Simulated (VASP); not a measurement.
Here is a VASP 6.6.1 calculation.

The input INCAR:

```
PREC = Accurate
ENCUT = 520
EDIFF = 1E-6
ISMEAR = -1
SIGMA = 0.1
LREAL = F
LASPH = T
NELM = 80
ALGO = Normal
ISIF = 2
LWAVE = F
LCHARG = F
GGA = B5
ALDAX = 1.0
AGGAX = 1.0
AGGAC = 1.0
ALDAC = 0.0
NBANDS = 17
```

Contents of KPOINTS:

```
regular mesh
0
Gamma
  9 9 5
```

Contents of POSCAR:

```
Ba
1.0
    4.6124214439      0.0000000000      0.0000000000
   -2.3062107219      3.9944741434      0.0000000000
    0.0000000000      0.0000000000      7.5474222777
Ba
2
Direct
    0.3333333333      0.6666666667      0.2500000000
    0.6666666667      0.3333333333      0.7500000000
```

Potentials or basis: VASP PAW PBE potentials, release 64 (Ba_sv).

The run is started by

```console
$ cat potpaw_PBE.64/Ba_sv/POTCAR > POTCAR
$ mpirun -np 1 vasp_std > vasp.out
```

**Question.** What does it give for the band gap on the k mesh?

**Answer.** Zero (band 10 reaches 1.92 eV, above the bottom of band 11 at 1.71 eV).

**Question.** Predict the pressure.

**Answer.** -0.2 GPa.

Caveat: the PAW data sets were made with another functional, which shifts forces and pressure a little; spin-orbit coupling is left out, which moves the levels of the heavy elements.
